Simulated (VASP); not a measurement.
A run of VASP 6.6.1 is set up as follows.

File INCAR:

```
PREC = Accurate
ENCUT = 520
EDIFF = 1E-7
ISMEAR = 0
SIGMA = 0.05
LREAL = False
LASPH = True
NELM = 60
ALGO = Normal
ISIF = 2
LWAVE = False
LCHARG = False
GGA = PE
NBANDS = 36
```

Contents of KPOINTS:

```
Automatic mesh
0
Gamma
  10 10 2
```

File POSCAR:

```
BN
1.0
    1.8123485118     -1.8123485118      0.0000000000
    1.8123485118      0.0000000000     -1.8123485118
    8.4040945858      8.4040945858      8.4040945858
B N
6 6
Direct
    1.0000000000      0.0000000000      0.3414181188
    0.3333333333      0.3333333333      0.1976510147
    0.6666666667      0.6666666667      0.4851852229
    1.0000000000      1.0000000000      0.7727194312
    0.3333333333      0.3333333333      0.6289523270
    0.6666666667      0.6666666667      0.0538839106
    0.6666666667      0.6666666667      0.3773598949
    0.0000000000      0.0000000000      0.2335927908
    0.3333333333      0.3333333333      0.5211269990
    0.6666666667      0.6666666667      0.8086612072
    0.0000000000      0.0000000000      0.6648941031
    0.3333333333      0.3333333333      0.0898256866
```

Potentials or basis: VASP PAW PBE potentials, release 64 (B, N).

The run is started by

```sh
$ cat potpaw_PBE.64/B/POTCAR potpaw_PBE.64/N/POTCAR > POTCAR
$ mpirun -np 1 vasp_std > vasp.out
```

(1) What does it give for the largest force?

(2) What does it give for the band gap on the k mesh?

(3) Estimate the pressure.

Answers

(1) 3.785 eV/Å.

(2) zero (bands 24 and 25 overlap by 0.23 eV).

(3) -3.9 GPa.

Caveat: the cell differs from its parent crystal (the distance across one plane changed); the cell stands under tension; semilocal functionals underestimate gaps, and a narrow one can read as zero; forces of over 1 eV/Å act on the atoms, so gaps and moduli don't describe the material at rest.
